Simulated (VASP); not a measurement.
# Rb (R-3m) in VASP: single point with PBEsol

Aim: the single point of Rb with PBEsol.

All numbers are computed with VASP 6.6.1; they aren't measurements. Logs are shortened: lines on timing, memory, paths and dates and some standing lists are left out, and cuts for length are marked.

### 1 The cell of the first run

The structure is trigonal, space group R-3m (No. 166). Conventional cell: a = 5.317 Å, b = 5.317 Å, c = 38.548 Å, α = 90.00°, β = 90.00°, γ = 120.00°.

### 2 Single point, PBEsol

Contents of INCAR:

```
SYSTEM = Rb
ALGO = Normal
EDIFF = 1E-6
ENCUT = 520
GGA = PS
ISIF = 2
ISMEAR = 0
LASPH = .TRUE.
LCHARG = .FALSE.
LREAL = .FALSE.
LWAVE = .FALSE.
NBANDS = 20
NELM = 100
PREC = Accurate
SIGMA = 0.1
```

Contents of KPOINTS:

```
k-points
0
G
  6 6 6
  0 0 0
```

Contents of POSCAR:

```
Rb
1.0
    2.6586843074      1.5349921005     12.8492544316
   -2.6586843074      1.5349921005     12.8492544316
    0.0000000000     -3.0699842012     12.8492544316
Rb
3
Direct
    0.0000000000      0.0000000000      0.0000000000
    0.2222200000      0.2222200000      0.2222200000
    0.7777800000      0.7777800000      0.7777800000
```

Potentials or basis: VASP PAW PBE potentials, release 64 (Rb_sv).

Started as:

```console
> cat potpaw_PBE.64/Rb_sv/POTCAR > POTCAR
> mpirun -np 1 vasp_std > vasp.out
```

OUTCAR:

```text
SYSTEM = Rb
   EDIFF = 1E-6
   ENCUT = 520
   GGA = PS
   ISIF = 2
   ISMEAR = 0
   LASPH = .TRUE.
   LREAL = .FALSE.
   NELM = 100
   PREC = Accurate

 ion  position               nearest neighbor table
   1  0.000  0.000  0.000-   3 5.27   3 5.27   2 5.27   2 5.27   3 5.27   2 5.27
   2  0.222  0.222  0.222-   3 5.27   3 5.27   3 5.27   1 5.27   1 5.27   1 5.27
   3  0.778  0.778  0.778-   2 5.27   2 5.27   2 5.27   1 5.27   1 5.27   1 5.27

  LATTYP: Found a trigonal (rhomboedric) cell.
 ALAT       =    13.2109099779
 COS(alpha) =     0.9189975651

  Lattice vectors:

 A1 = (   2.6586843074,   1.5349921005,  12.8492544316)
 A2 = (  -2.6586843074,   1.5349921005,  12.8492544316)
 A3 = (   0.0000000000,  -3.0699842012,  12.8492544316)

Analysis of symmetry for initial positions (statically):
=====================================================================
 Subroutine PRICEL returns:
 Original cell was already a primitive cell.

 Routine SETGRP: Setting up the symmetry group for a
 trigonal (rhombohedral) supercell.

 Subroutine GETGRP returns: Found 12 space group operations
 (whereof 12 operations were pure point group operations)
 out of a pool of 12 trial point group operations.

The static configuration has the point symmetry D_3d.

Analysis of symmetry for dynamics (positions and initial velocities):
=====================================================================
 Subroutine PRICEL returns:
 Original cell was already a primitive cell.

 Routine SETGRP: Setting up the symmetry group for a
 trigonal (rhombohedral) supercell.

 Subroutine GETGRP returns: Found 12 space group operations
 (whereof 12 operations were pure point group operations)
 out of a pool of 12 trial point group operations.

The dynamic configuration has the point symmetry D_3d.

 Subroutine INISYM returns: Found 12 space group operations
 (whereof 12 operations are pure point group operations),
 and found     1 'primitive' translations

----------------------------------------------------------------------------------------

                                     Primitive cell

  volume of cell :     314.6314

  direct lattice vectors                    reciprocal lattice vectors
     2.658684307  1.534992101 12.849254432     0.188062945  0.108578192  0.025941842
    -2.658684307  1.534992101 12.849254432    -0.188062945  0.108578192  0.025941842
     0.000000000 -3.069984201 12.849254432     0.000000000 -0.217156384  0.025941842

  length of vectors
    13.210909978 13.210909978 13.210909978     0.218700421  0.218700421  0.218700421

  position of ions in fractional coordinates (direct lattice)
     0.000000000  0.000000000  0.000000000
     0.222220000  0.222220000  0.222220000
     0.777780000  0.777780000  0.777780000

  ion indices of the primitive-cell ions
   primitive index   ion index
                 1           1
                 2           2
                 3           3

----------------------------------------------------------------------------------------

 KPOINTS: k-points

Automatic generation of k-mesh.
 Grid dimensions read from file:
 generate k-points for:    6    6    6

 Generating k-lattice:

  Cartesian coordinates                     Fractional coordinates (reciprocal lattice)
     0.031343824  0.018096365  0.004323640     0.166666667  0.000000000  0.000000000
    -0.031343824  0.018096365  0.004323640     0.000000000  0.166666667  0.000000000
     0.000000000 -0.036192731  0.004323640     0.000000000  0.000000000  0.166666667

  Length of vectors
     0.036450070  0.036450070  0.036450070

  Shift w.r.t. Gamma in fractional coordinates (k-lattice)
     0.000000000  0.000000000  0.000000000

 Subroutine IBZKPT returns following result:
 ===========================================

 Found     32 irreducible k-points:

 Following reciprocal coordinates:
            Coordinates               Weight
  0.000000  0.000000  0.000000      1.000000
  0.166667  0.000000  0.000000      6.000000
  0.333333 -0.000000  0.000000      6.000000
  0.500000  0.000000  0.000000      3.000000
  0.166667  0.166667  0.000000      6.000000
  0.333333  0.166667  0.000000     12.000000
[... 16 lines left out ...]
  0.500000  0.500000  0.166667      6.000000
 -0.333333  0.500000  0.166667     12.000000
 [... further k-points ...]
   k-points           NKPTS =     32   k-points in BZ     NKDIM =     32   number of bands    NBANDS=     20
   number of dos      NEDOS =    301   number of ions     NIONS =      3
   total plane-waves  NPLWV = 941192
   dimension x,y,z NGX =    98 NGY =   98 NGZ =   98
   dimension x,y,z NGXF=   196 NGYF=  196 NGZF=  196
   ions per type =               3
   NGX,Y,Z   is equivalent  to a cutoff of  12.33, 12.33, 12.33 a.u.
   NGXF,Y,Z  is equivalent  to a cutoff of  24.66, 24.66, 24.66 a.u.
 SYSTEM =  Rb
   PREC   = accura    normal or accurate (medium, high low for compatibility)
   ISTART =      0    job   : 0-new  1-cont  2-samecut
   ICHARG =      2    charge: 1-file 2-atom 10-const
   ISPIN  =      1    spin polarized calculation?
   LNONCOLLINEAR =      F non collinear calculations
   LSORBIT =      F    spin-orbit coupling
   LASPH  =      T    aspherical Exc in radial PAW
   ENCUT  =  520.0 eV  38.22 Ry    6.18 a.u.  24.56 24.56 24.56*2*pi/ulx,y,z
   NELM   =    100;   NELMIN=  2; NELMDL= -5     # of ELM steps
   EDIFF  = 0.1E-05   stopping-criterion for ELM
   LREAL  =      F    real-space projection
   EDIFFG = 0.1E-04   stopping-criterion for IOM
   NSW    =      0    number of steps for IOM
   IBRION =     -1    ionic relax: 0-MD 1-quasi-New 2-CG
   NFREE  =      0    steps in history (QN), initial steepest desc. (CG)
   ISIF   =      2    stress and relaxation
   ISYM   =      2    0-nonsym 1-usesym 2-fastsym
   POTIM  = 0.5000    time-step for ionic-motion
   TEBEG  =    0.0;   TEEND  =   0.0 temperature during run
   PSTRESS=    0.0 pullay stress
   NELECT =      27.0000    total number of electrons
   NUPDOWN=      -1.0000    fix difference up-down
   EMIN   =  10.00;   EMAX   =-10.00  energy-range for DOS
   EFERMI =   0.00;   METHOD = LEGACY
   ISMEAR =     0;   SIGMA  =   0.10  broadening in eV -4-tet -1-fermi 0-gaus
   EFERMI_NEDOS =   21; number of points for ismear=-14 and -15
   IALGO  =     38    algorithm
   IMIX   =      4    mixing-type and parameters
     AMIX     =   0.40;   BMIX     =  1.00
     AMIX_MAG =   1.60;   BMIX_MAG =  1.00
  volume/ion in A,a.u.               =     104.88       707.75
  Fermi-wavevector in a.u.,A,eV,Ry     =   0.722097  1.364565  7.094400  0.521424
  Thomas-Fermi vector in A             =   1.811972
   LORBIT       =      0    0 simple, 1 ext, 2 COOP (PROOUT), +10 PAW based schemes
   GGA     = PS    functional components
   LHFCALC =     F    Hartree Fock is set to
   AEXX    =    0.0000 exact exchange contribution
   IVDW    =     0    specifies the selected vdW correction
   LEPSILON=     F    determine dielectric tensor
   LRPA    =     F    only Hartree local field effects (RPA)
 non-spin polarized calculation
 Gauss-broadening in eV      SIGMA  =   0.10
  energy-cutoff  :      520.00
  volume of cell :      314.63
 maximum number of plane-waves:      8509
   NGX = 49   NGY = 49   NGZ = 49

 number of electron      27.0000000 magnetization

 Free energy of the ion-electron system (eV)
  ---------------------------------------------------
  ext. energy  EPLUGINS =         0.00000000
  ---------------------------------------------------
  free energy    TOTEN  =        -2.99384300 eV

  energy without entropy =       -2.97816641  energy(sigma->0) =       -2.98600470

 E-fermi :  -0.3604     XC(G=0):  -5.1802

 val. band max:       -0.3635197585   @ k =  -0.1667   0.1667   0.1667
 cond. band min:      -0.3142130623   @ k =  -0.3333   0.5000   0.1667
 fundamental gap:      0.0493066962
 Fermi energy:        -0.3604145419

 k-point     1 :       0.0000    0.0000    0.0000
  band No.  band energies     occupation
      1     -29.2803      2.00000
      2     -29.2789      2.00000
      3     -29.2787      2.00000
      4     -13.3815      2.00000
      5     -13.3814      2.00000
      6     -13.3451      2.00000
[... 12 lines left out ...]
     19       2.9752      0.00000
     20       3.0465      0.00000

 k-point     2 :       0.1667    0.0000    0.0000
  band No.  band energies     occupation
      1     -29.2799      2.00000
      2     -29.2787      2.00000
      3     -29.2784      2.00000
      4     -13.3822      2.00000
      5     -13.3782      2.00000
      6     -13.3549      2.00000
[... 12 lines left out ...]
     19       2.3644      0.00000
     20       2.7426      0.00000

 k-point     3 :       0.3333   -0.0000    0.0000
  band No.  band energies     occupation
      1     -29.2791      2.00000
      2     -29.2783      2.00000
      3     -29.2780      2.00000
      4     -13.3853      2.00000
      5     -13.3830      2.00000
      6     -13.3735      2.00000
[... 12 lines left out ...]
     19       1.6631      0.00000
     20       2.1045      0.00000

 k-point     4 :       0.5000    0.0000    0.0000
  band No.  band energies     occupation
      1     -29.2786      2.00000
      2     -29.2781      2.00000
      3     -29.2779      2.00000
      4     -13.3929      2.00000
      5     -13.3882      2.00000
      6     -13.3847      2.00000
[... 12 lines left out ...]
     19       1.7315      0.00000
     20       1.9105      0.00000

 k-point     5 :       0.1667    0.1667    0.0000
  band No.  band energies     occupation
      1     -29.2799      2.00000
      2     -29.2788      2.00000
      3     -29.2784      2.00000
      4     -13.3845      2.00000
      5     -13.3756      2.00000
      6     -13.3538      2.00000
[... 12 lines left out ...]
     19       2.3255      0.00000
     20       2.7661      0.00000
[... 353 lines left out ...]
      6     -13.3782      2.00000
[... 12 lines left out ...]
     19       1.4542      0.00000
     20       1.7197      0.00000

 k-point    22 :      -0.1667    0.3333    0.1667
  band No.  band energies     occupation
      1     -29.2786      2.00000
      2     -29.2781      2.00000
      3     -29.2779      2.00000
      4     -13.3878      2.00000
      5     -13.3859      2.00000
      6     -13.3787      2.00000
[... 12 lines left out ...]
     19       1.6878      0.00000
     20       1.8184      0.00000

 k-point    23 :       0.5000    0.5000    0.1667
  band No.  band energies     occupation
      1     -29.2789      2.00000
      2     -29.2786      2.00000
      3     -29.2779      2.00000
      4     -13.3845      2.00000
      5     -13.3796      2.00000
      6     -13.3766      2.00000
[... 12 lines left out ...]
     19       1.8679      0.00000
     20       2.2277      0.00000

 k-point    24 :      -0.3333    0.5000    0.1667
  band No.  band energies     occupation
      1     -29.2785      2.00000
      2     -29.2782      2.00000
      3     -29.2778      2.00000
      4     -13.3873      2.00000
      5     -13.3835      2.00000
      6     -13.3786      2.00000
[... 12 lines left out ...]
     19       1.5183      0.00000
     20       1.8490      0.00000

 [... further k-points ...]
[... 5 lines left out ...]
  --------------------------------------------------------------------------------------
  -------------------------------------------------------------------------------------
  Total       -0.7341569     -0.7341569     -0.7894999      0.0000000      0.0000000      0.0000000
  in kB       -3.7384998     -3.7384998     -4.0203196      0.0000000      0.0000000      0.0000000
  external PRESSURE =      -3.8324397 kB  Pullay stress =       0.0000000 kB

 VOLUME and BASIS-vectors are now :
 -----------------------------------------------------------------------------
  energy-cutoff  :      520.00
  volume of cell :      314.63
      direct lattice vectors                 reciprocal lattice vectors
     2.658684307  1.534992101 12.849254432     0.188062945  0.108578192  0.025941842
    -2.658684307  1.534992101 12.849254432    -0.188062945  0.108578192  0.025941842
     0.000000000 -3.069984201 12.849254432     0.000000000 -0.217156384  0.025941842

 POSITION                                       TOTAL-FORCE (eV/Angst)
 -----------------------------------------------------------------------------------
      0.00000      0.00000      0.00000         0.000000     -0.000000      0.000000
      0.00000     -0.00000      8.56608         0.000000      0.000000     -0.000554
      0.00000     -0.00000     29.98168         0.000000     -0.000000      0.000554
 -----------------------------------------------------------------------------------
    total drift:                                0.000000     -0.000000      0.000000

  FREE ENERGIE OF THE ION-ELECTRON SYSTEM (eV)
  ---------------------------------------------------
  free  energy   TOTEN  =        -2.9938430002 eV

  energy  without entropy=       -2.9781664093  energy(sigma->0) =       -2.98600470
```

Run time: 19 min. Hardware: 1 thread of Intel Xeon Platinum 8488C (Sapphire Rapids), shared host; peak memory 1.5 GiB.

Results:

| Quantity | Value |
| --- | --- |
| Free energy | -2.9938 eV |
| Pressure | -0.4 GPa |
| Band gap on the k mesh | zero (an odd number of electrons rules out a gap without spin polarisation) |

Caveat: the PAW data sets were made with another functional, which shifts forces and pressure a little.

The gap in the log of VASP goes by the Fermi energy; the results here count the filled bands.